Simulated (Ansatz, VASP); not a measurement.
# Two plane-wave programs on SnTe

```
CELL_PARAMETERS angstrom
0.00000 3.15085 3.15085
3.15085 0.00000 3.15085
3.15085 3.15085 0.00000
ATOMIC_POSITIONS crystal
Te 0.50000 0.50000 0.50000
Sn 0.00000 0.00000 0.00000
```

Alike in both runs: task relaxation of cell and atoms; functional PBEsol; dispersion D3(BJ); k mesh 7 × 7 × 7; occupations fermi-dirac, width 0.05 eV; no spin polarisation.

|  | VASP | Ansatz |
| --- | --- | --- |
| version | VASP 6.6.1 | Ansatz 0.2.0 |
| potentials or method | VASP PAW PBE potentials, release 64 (Te, Sn_d) | Ansatz PAW |
| plane-wave cutoff (eV) | 600 | 420 |
| valence electrons in the cell | 20 | 30 |

|  | VASP | Ansatz | Ansatz less VASP |
| --- | --- | --- | --- |
| relaxed volume (Å³/atom) | 29.75 | 29.72 | -0.025 |
| relaxed cell length with the largest relative difference (Å) | 4.382 | 4.381 | -0.0012 |

VASP's potentials were made for PBE, not for PBEsol. VASP's potentials hold 20 valence electrons a cell and Ansatz's 30, so a difference there can come from the potentials and not from the codes.

Neither program's run includes spin-orbit coupling. Noted on Ansatz's run: the plane-wave basis is chosen anew once the cell has moved, so the energies of steps on either side of that aren't comparable.
